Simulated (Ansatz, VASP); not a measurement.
Two plane-wave programs on ZnO

```
CELL_PARAMETERS angstrom
6.87982 0.00000 0.00000
0.00000 6.87982 0.00000
0.00000 0.00000 2.31223
ATOMIC_POSITIONS crystal
Zn 0.16155 0.16155 0.50000
Zn 0.83845 0.83845 0.50000
Zn 0.66155 0.33845 0.00000
Zn 0.33845 0.66155 0.00000
O 0.85499 0.14501 0.50000
O 0.14501 0.85499 0.50000
O 0.64501 0.64501 0.00000
O 0.35499 0.35499 0.00000
```

Alike in both runs: functional PBE; k mesh 1 × 1 × 1; occupations gaussian, width 0.02 eV; no spin polarisation.

Ansatz relaxed the structure, and its values are those at the end. VASP's run is a single point on that final structure, the one shown.

|  | VASP | Ansatz |
| --- | --- | --- |
| version | VASP 6.6.1 | Ansatz 0.2.0 |
| potentials or method | VASP PAW PBE potentials, release 64 (Zn, O), cutoff 520 eV | scalar-relativistic, plane waves, PAW |
| valence electrons in the cell | 72 | 72 |

```tsv
	VASP	Ansatz	Ansatz less VASP
gap on the k mesh at the Fermi level (eV)	0.03	0.03	+0.001
least direct gap on the mesh (eV)	0.03	0.03	+0.001
pressure (GPa)	0.3	0.0	-0.27
```

With one functional, cell and mesh, what is left measures potentials, basis and numerics.

The k mesh is coarse, so the values compare programs but aren't converged.
